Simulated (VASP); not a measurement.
# Zn (R-3m) in VASP: a series of runs

The runs below take Zn through single point, with LDA.

Everything below comes from runs of VASP 6.6.1. Logs are shortened: lines on timing, memory, paths and dates and some standing lists are left out, and cuts for length are marked.

**1. The cell of the first run**

It takes space group R-3m (No. 166, trigonal). Conventional cell: a = 3.958 Å, b = 3.958 Å, c = 3.417 Å, α = 90.00°, β = 90.00°, γ = 120.00°. Zn (site symmetry -3m) has 12 Zn at 2.55 to 3.23 Å within 3.4 Å.

**2. Single point, LDA**

INCAR

```
ALGO = Fast ; EDIFF = 1E-6
ENCUT = 520 ; ISIF = 2
ISMEAR = 0 ; LASPH = T
LCHARG = T ; LELF = T
LREAL = F ; LVHAR = T
LWAVE = F ; NBANDS = 12
NELM = 100 ; PREC = Accurate
SIGMA = 0.15
```

KPOINTS

```
k-points
0
Gamma
  24 24 24
```

POSCAR

```
Zn
1.0
   -1.2080140629      1.5904741138      1.5904741138
    1.5904741138     -1.2080140629      1.5904741138
    1.5904741138      1.5904741138     -1.2080140629
Zn
1
Direct
    0.0000000000      0.0000000000      0.0000000000
```

Potentials or basis: VASP PAW LDA potentials, release 64 (Zn).

Started as:

```bash
cat potpaw_LDA.64/Zn/POTCAR > POTCAR
mpirun -np 1 vasp_std > vasp.out
```

OUTCAR:

```text
EDIFF = 1E-6
   ENCUT = 520
   ISIF = 2
   ISMEAR = 0
   LASPH = T
   LREAL = F
   NELM = 100
   PREC = Accurate

 ion  position               nearest neighbor table
   1  0.000  0.000  0.000-

  LATTYP: Found a trigonal (rhomboedric) cell.
 ALAT       =     2.5531380279
 COS(alpha) =    -0.2014297013

  Lattice vectors:

 A1 = (  -1.2080140629,   1.5904741138,   1.5904741138)
 A2 = (   1.5904741138,  -1.2080140629,   1.5904741138)
 A3 = (   1.5904741138,   1.5904741138,  -1.2080140629)

Analysis of symmetry for initial positions (statically):
=====================================================================
 Subroutine PRICEL returns:
 Original cell was already a primitive cell.

 Routine SETGRP: Setting up the symmetry group for a
 trigonal (rhombohedral) supercell.

 Subroutine GETGRP returns: Found 12 space group operations
 (whereof 12 operations were pure point group operations)
 out of a pool of 12 trial point group operations.

The static configuration has the point symmetry D_3d.

Analysis of symmetry for dynamics (positions and initial velocities):
=====================================================================
 Subroutine PRICEL returns:
 Original cell was already a primitive cell.

 Routine SETGRP: Setting up the symmetry group for a
 trigonal (rhombohedral) supercell.

 Subroutine GETGRP returns: Found 12 space group operations
 (whereof 12 operations were pure point group operations)
 out of a pool of 12 trial point group operations.

The dynamic configuration has the point symmetry D_3d.

 Subroutine INISYM returns: Found 12 space group operations
 (whereof 12 operations are pure point group operations),
 and found     1 'primitive' translations

----------------------------------------------------------------------------------------

                                     Primitive cell

  volume of cell :      15.4511

  direct lattice vectors                    reciprocal lattice vectors
    -1.208014063  1.590474114  1.590474114    -0.069270769  0.288065027  0.288065027
     1.590474114 -1.208014063  1.590474114     0.288065027 -0.069270769  0.288065027
     1.590474114  1.590474114 -1.208014063     0.288065027  0.288065027 -0.069270769

  length of vectors
     2.553138028  2.553138028  2.553138028     0.413232814  0.413232814  0.413232814

  position of ions in fractional coordinates (direct lattice)
     0.000000000  0.000000000  0.000000000

  ion indices of the primitive-cell ions
   primitive index   ion index
                 1           1

[... 81 lines left out ...]
   PSTRESS=    0.0 pullay stress
   NELECT =      12.0000    total number of electrons
   NUPDOWN=      -1.0000    fix difference up-down
   EMIN   =  10.00;   EMAX   =-10.00  energy-range for DOS
   EFERMI =   0.00;   METHOD = LEGACY
   ISMEAR =     0;   SIGMA  =   0.15  broadening in eV -4-tet -1-fermi 0-gaus
   EFERMI_NEDOS =   21; number of points for ismear=-14 and -15
   IALGO  =     68    algorithm
   IMIX   =      4    mixing-type and parameters
     AMIX     =   0.40;   BMIX     =  1.00
     AMIX_MAG =   1.60;   BMIX_MAG =  1.00
  volume/ion in A,a.u.               =      15.45       104.27
  Fermi-wavevector in a.u.,A,eV,Ry     =   1.504811  2.843681 30.809811  2.264457
  Thomas-Fermi vector in A             =   2.615742
   LORBIT       =      0    0 simple, 1 ext, 2 COOP (PROOUT), +10 PAW based schemes
   GGA     = CA    functional components
   LHFCALC =     F    Hartree Fock is set to
   AEXX    =    0.0000 exact exchange contribution
   IVDW    =     0    specifies the selected vdW correction
   LEPSILON=     F    determine dielectric tensor
   LRPA    =     F    only Hartree local field effects (RPA)
 non-spin polarized calculation
 RMM-DIIS sequential band-by-band and
 Gauss-broadening in eV      SIGMA  =   0.15
  energy-cutoff  :      520.00
  volume of cell :       15.45
 maximum number of plane-waves:       430
   NGX =  9   NGY =  9   NGZ =  9

 number of electron      11.9999985 magnetization

 Free energy of the ion-electron system (eV)
  ---------------------------------------------------
  ext. energy  EPLUGINS =         0.00000000
  ---------------------------------------------------
  free energy    TOTEN  =        -1.68492074 eV

  energy without entropy =       -1.68146320  energy(sigma->0) =       -1.68319197

 E-fermi :   2.5581     XC(G=0): -11.7668

 val. band max:        2.5329760037   @ k =  -0.3333  -0.4583   0.2917
 cond. band min:       2.5610250577   @ k =  -0.4167   0.3750   0.3750
 fundamental gap:      0.0280490541
 Fermi energy:         2.5580505068

 k-point     1 :       0.0000    0.0000    0.0000
  band No.  band energies     occupation
      1      -7.5263      2.00000
      2      -5.5882      2.00000
      3      -5.5882      2.00000
      4      -4.5510      2.00000
      5      -4.4231      2.00000
      6      -4.4231      2.00000
      7      16.9670      0.00000
      8      17.8317      0.00000
      9      17.8317      0.00000
     10      20.6191      0.00000
     11      20.6191      0.00000
     12      23.7041      0.00000
[... 331 lines left out ...]
 k-point    24 :       0.4583    0.0417    0.0000
  band No.  band energies     occupation
      1      -5.7540      2.00000
      2      -5.5944      2.00000
      3      -4.5959      2.00000
      4      -4.5568      2.00000
      5      -4.4140      2.00000
      6      -1.0830      2.00000
      7       0.7982      2.00000
      8      16.4337      0.00000
      9      17.5096      0.00000
     10      21.2855      0.00000
     11      23.1867      0.00000
     12      30.6008      0.00000

 [... further k-points ...]

------------------------ aborting loop because EDIFF is reached ----------------------------------------

  FORCE on cell =-STRESS in cart. coord.  units (eV):
  Direction    XX          YY          ZZ          XY          YZ          ZX
  --------------------------------------------------------------------------------------
  -------------------------------------------------------------------------------------
  Total       -0.1989016     -0.1989016     -0.1989016     -0.2157892     -0.2157892     -0.2157892
  in kB      -20.6247775    -20.6247775    -20.6247775    -22.3759087    -22.3759087    -22.3759087
  external PRESSURE =     -20.6247775 kB  Pullay stress =       0.0000000 kB

 VOLUME and BASIS-vectors are now :
 -----------------------------------------------------------------------------
  energy-cutoff  :      520.00
  volume of cell :       15.45
      direct lattice vectors                 reciprocal lattice vectors
    -1.208014063  1.590474114  1.590474114    -0.069270769  0.288065027  0.288065027
     1.590474114 -1.208014063  1.590474114     0.288065027 -0.069270769  0.288065027
     1.590474114  1.590474114 -1.208014063     0.288065027  0.288065027 -0.069270769

 POSITION                                       TOTAL-FORCE (eV/Angst)
 -----------------------------------------------------------------------------------
      0.00000      0.00000      0.00000         0.000000      0.000000      0.000000
 -----------------------------------------------------------------------------------
    total drift:                                0.000000     -0.000000      0.000000

  FREE ENERGIE OF THE ION-ELECTRON SYSTEM (eV)
  ---------------------------------------------------
  free  energy   TOTEN  =        -1.6849207408 eV

  energy  without entropy=       -1.6814632016  energy(sigma->0) =       -1.68319197
```

It took 2.9 min on 1 thread of AMD EPYC 7R43 (Zen 3), shared host; peak memory 0.28 GiB.

Results:

* Free energy: -1.6849 eV
* Pressure: -2.1 GPa
* Band gap on the k mesh: zero (band 6 reaches 6.90 eV, above the bottom of band 7 at 0.18 eV)

Stress tensor (GPa, compression positive):
```
-2.06 -2.24 -2.24
-2.24 -2.06 -2.24
-2.24 -2.24 -2.06
```

Levels at points of the mesh, in eV from the Fermi level:
| k point | band 4 | band 5 | band 6 | band 7 | band 8 | band 9 |
| --- | --- | --- | --- | --- | --- | --- |
| (0.00, 0.00, 0.00) | -7.11 | -6.98 | -6.98 | 14.41 | 15.27 | 15.27 |
| (0.50, 0.00, 0.00) | -7.11 | -6.97 | -3.17 | -2.37 | 14.71 | 15.29 |
| (0.50, 0.50, 0.00) | -7.13 | -6.63 | -0.86 | 1.73 | 5.15 | 9.59 |
| (0.50, 0.50, 0.50) | -6.64 | -6.64 | 4.34 | 4.34 | 6.63 | 8.75 |

**3. Single point, LDA**

This run uses another cell than the first one, of the same volume but with other edges.

INCAR

```
SYSTEM = Zn
PREC     = Accurate       ! precision mode
ENCUT    = 520            ! plane-wave cutoff, eV
EDIFF    = 1E-7           ! SCF threshold, eV
ISMEAR   = 0              ! smearing method
SIGMA    = 0.15           ! smearing width, eV
LREAL    = .False.        ! projectors in reciprocal space
LASPH    = .True.         ! aspherical terms in the spheres
NELM     = 60             ! most SCF steps
ALGO     = Fast           ! electronic algorithm
ISIF     = 2              ! what is computed and relaxed
LWAVE    = .False.        ! write WAVECAR
LCHARG   = .False.        ! write CHGCAR
GGA      = CA             ! functional
NBANDS   = 12             ! bands
```

KPOINTS

```
regular mesh
0
Gamma
  24 24 24
  0 0 0
```

POSCAR

```
Zn
1.0
   -2.1083389421      1.6122591911      1.6122591911
    1.6122591911     -2.1083389421      1.6122591911
    1.6122591911      1.6122591911     -2.1083389421
Zn
1
Direct
    0.0000000000      0.0000000000      0.0000000000
```

Potentials or basis: VASP PAW LDA potentials, release 64 (Zn).

Started as:

```bash
cat potpaw_LDA.64/Zn/POTCAR > POTCAR
mpirun -np 1 vasp_std > vasp.out
```

Wall time 5.1 min (1 thread of AMD EPYC 7R43 (Zen 3), shared host); peak memory 0.29 GiB.

The run converged. Its results:

* Free energy: -0.3468 eV
* Pressure: 41.0 GPa
* Band gap on the k mesh: zero (band 6 reaches 6.02 eV, above the bottom of band 7 at -1.09 eV)

Stress tensor (GPa, compression positive):
```
41.01 48.19 48.19
48.19 41.01 48.19
48.19 48.19 41.01
```

Levels at points of the mesh, in eV from the Fermi level:
```csv
k point,band 4,band 5,band 6,band 7,band 8,band 9
"(0.00, 0.00, 0.00)",-8.03,-6.67,-6.67,9.44,9.44,14.59
"(0.50, 0.00, 0.00)",-7.33,-6.52,0.72,5.01,11.04,13.60
"(0.50, 0.50, 0.00)",-6.67,-6.65,-3.94,-3.60,5.43,10.15
"(0.50, 0.50, 0.50)",-7.33,-6.27,3.51,8.09,8.09,10.73
```
